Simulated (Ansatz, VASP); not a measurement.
**Two plane-wave programs on Ti2C5**

```
CELL_PARAMETERS angstrom
3.30564 0.00000 0.00000
-1.65282 2.86277 0.00000
0.00000 0.00000 6.03414
ATOMIC_POSITIONS crystal
Ti 0.00000 0.00000 0.23962
Ti 0.00000 0.00000 0.76038
C 0.33333 0.66667 0.00000
C 0.66667 0.33333 0.00000
C 0.50000 0.00000 0.50000
C 0.00000 0.50000 0.50000
C 0.50000 0.50000 0.50000
```

Alike in both runs: functional PBE; k mesh 5 × 5 × 3; occupations gaussian, width 0.2 eV; no spin polarisation.

Ansatz relaxed the structure, and its values are those at the end. VASP's run is a single point on that final structure, the one shown.

|  | VASP | Ansatz |
| --- | --- | --- |
| version | VASP 6.6.1 | Ansatz 0.2.0 |
| potentials or method | VASP PAW PBE potentials, release 64 (Ti_sv, C), cutoff 600 eV | scalar-relativistic, plane waves, PAW |
| valence electrons in the cell | 44 | 44 |

|  | VASP | Ansatz | Ansatz less VASP |
| --- | --- | --- | --- |
| gap on the k mesh at the Fermi level (eV) | none | none | - |
| pressure (GPa) | -0.2 | -0.4 | -0.17 |
| rms of the force components (eV/Å) | 0.018 | 0.010 | -0.0087 |

A gap of «none» marks a metal or a gap that the smearing closes. With one functional, cell and mesh, what is left measures potentials, basis and numerics.

The k mesh is coarse, so the values compare programs but aren't converged.
